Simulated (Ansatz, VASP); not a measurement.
**Ti2TeS in VASP and in Ansatz**

File POSCAR:

```
Ti2TeS
1.0
    3.4460475401      0.0000000000      0.0000000000
   -1.7230237701      2.9843647124      0.0000000000
    0.0000000000      0.0000000000      6.9695884967
Ti Te S
2 1 1
Direct
    0.0000000000      0.0000000000      0.7187792552
    0.0000000000      0.0000000000      0.2812207448
    0.3333333333      0.6666666667      0.0000000000
    0.6666666667      0.3333333333      0.5000000000
```

The input INCAR.step1:

```
ALGO = Normal
EDIFF = 1E-5
ENCUT = 550
GGA = PE
GGA_COMPAT = F
ISMEAR = 0
LASPH = T
LCHARG = F
LREAL = F
LWAVE = T
NBANDS = 26
NELM = 120
PREC = Accurate
SIGMA = 0.1
```

File INCAR.step2:

```
ALGO = Normal
EDIFF = 1E-6
ENCUT = 550
GGA_COMPAT = F
ISIF = 2
ISMEAR = 0
ISTART = 1
LASPH = T
LCHARG = T
LELF = T
LMIXTAU = T
LREAL = F
LVHAR = T
LWAVE = F
METAGGA = R2SCAN
NBANDS = 26
NELM = 120
PREC = Accurate
SIGMA = 0.1
```

The input KPOINTS:

```
k-points
0
Gamma
  12 12 6
```

Input for Ansatz:

```yaml
crystal:
  lattice:
    - [3.4460475401, 0.0, 0.0]
    - [-1.7230237701, 2.9843647124, 0.0]
    - [0.0, 0.0, 6.9695884967]
  atoms:
    - { symbol: Ti, position: [0.0, 0.0, 0.7187792552] }
    - { symbol: Ti, position: [0.0, 0.0, 0.2812207448] }
    - { symbol: Te, position: [0.3333333333, 0.6666666667, 0.0] }
    - { symbol: S, position: [0.6666666667, 0.3333333333, 0.5] }
basis:
  ecutwfc: 500
kpoints:
  mp_grid: { grid: [12, 12, 6] }
hamiltonian:
  xc: r2scan
scf:
  occupations: { method: gaussian, width: 0.1 }
output:
  forces: true
  stress: true
  eigenvalues: true
```

Alike in both runs: task single point; functional r2SCAN; k mesh 12 × 12 × 6; occupations gaussian, width 0.1 eV; no spin polarisation.

|  | VASP | Ansatz |
| --- | --- | --- |
| version | VASP 6.6.1 | Ansatz 0.2.0 |
| potentials or method | VASP PAW PBE potentials, release 64 (Ti_sv, Te, S), cutoff 550 eV | scalar-relativistic, plane waves, PAW |
| valence electrons in the cell | 36 | 46 |

|  | VASP | Ansatz | Ansatz less VASP |
| --- | --- | --- | --- |
| gap on the k mesh at the Fermi level (eV) | none | none | - |
| pressure (GPa) | -0.3 | -0.6 | -0.33 |
| traceless stress, the component that is largest in VASP (GPa) | -1.08 | -1.24 | -0.157 |
| rms of the force components (eV/Å) | 0.032 | 0.026 | -0.0061 |

VASP's potentials were made for PBE, not for r2SCAN. Atom by atom the forces differ by 0.006 eV/Å (rms over components). A gap of «none» marks a metal or a gap that the smearing closes. VASP's potentials hold 36 valence electrons a cell and Ansatz's 46, so a difference there can come from the potentials and not from the codes.

Neither program's run includes spin-orbit coupling.
